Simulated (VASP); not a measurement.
Here is a VASP 6.6.1 calculation.

File INCAR:

```
PREC = Accurate ; ENCUT = 520
EDIFF = 1E-6 ; ISMEAR = 0
SIGMA = 0.02 ; LREAL = Auto
LASPH = True ; NELM = 100
ALGO = Normal ; ISIF = 2
LWAVE = False ; LCHARG = False
NBANDS = 57
```

The input KPOINTS:

```
Automatic mesh
0
Gamma
  3 3 1
```

File POSCAR:

```
H7C16F
1.0
    5.0487420000      0.0000000000      0.0000000000
    2.5243710000      4.3723390000      0.0000000000
    0.0000000000      0.0000000000     15.7764260000
H C F
7 16 1
Direct
    0.1666666650      0.1666666700      0.0633857100
    0.6666666650      0.1666666700      0.0633857100
    0.1666666300      0.6666667000      0.0633857100
    0.6666666700      0.6666667000      0.0633857100
   -0.0048279238      0.5096558477      0.3645127462
    0.4950345597      0.5099308806      0.3655766118
   -0.2717093037      1.0434186074      0.3628920626
    0.1666666650      0.1666666700      0.1331100000
    0.6666666650      0.1666666700      0.1331100000
    0.1666666300      0.6666667000      0.1331100000
    0.6666666700      0.6666667000      0.1331100000
   -0.1666666950      0.3333333500      0.1657717100
    0.3333333450      0.3333333500      0.1657717100
   -0.1666666850      0.8333333700      0.1657717100
    0.3333333150      0.8333333700      0.1657717100
   -0.1722151926      0.3411842712      0.2650038106
    0.3310309214      0.3411842712      0.2650038106
   -0.1666682259      0.8333364517      0.2603874780
    0.3279510797      0.8440978406      0.2666228345
   -0.0130532777      0.0114135058      0.2917230771
    0.5016397720      0.0114135058      0.2917230771
   -0.0031821874      0.5063643749      0.2944111955
    0.4948560251      0.5102879497      0.2953735412
    0.2344531656      1.0310936688      0.4019028193
```

Potentials or basis: VASP PAW LDA potentials, release 64 (H, C, F).

Command:

```console
$ cat potpaw_LDA.64/H/POTCAR potpaw_LDA.64/C/POTCAR potpaw_LDA.64/F/POTCAR > POTCAR
$ mpirun -np 1 vasp_std > vasp.out
```

**Question.** Estimate the largest force.

**Answer.** 2.293 eV/Å.

**Question.** Estimate the band gap on the k mesh.

**Answer.** 0.99 eV.

Forces in eV/Å, atoms in the order of the input:
```
H    0.000  0.017 -0.333
H    0.000  0.009 -0.336
H    0.070 -0.019 -0.362
H   -0.070 -0.019 -0.362
H    0.000  0.011  0.054
H    0.000  0.003  0.049
H    0.000  0.001  0.001
C    0.000  0.026  1.749
C    0.000  0.063  1.472
C    0.015 -0.021  1.621
C   -0.015 -0.021  1.621
C   -0.089 -0.037 -1.058
C    0.089 -0.037 -1.058
C    0.000 -0.389 -2.260
C    0.000  0.425 -0.937
C    0.000  0.004 -0.001
C    0.000  0.004 -0.001
C    0.000 -0.003  0.000
C    0.000  0.009  0.013
C   -0.007 -0.011  0.048
C    0.007 -0.011  0.048
C    0.000 -0.013  0.012
C    0.000  0.003  0.008
F    0.000  0.001  0.010
```

Caveat: the k points lie up to 0.48 Å⁻¹ apart; there is no dipole correction, which matters where the two faces differ.
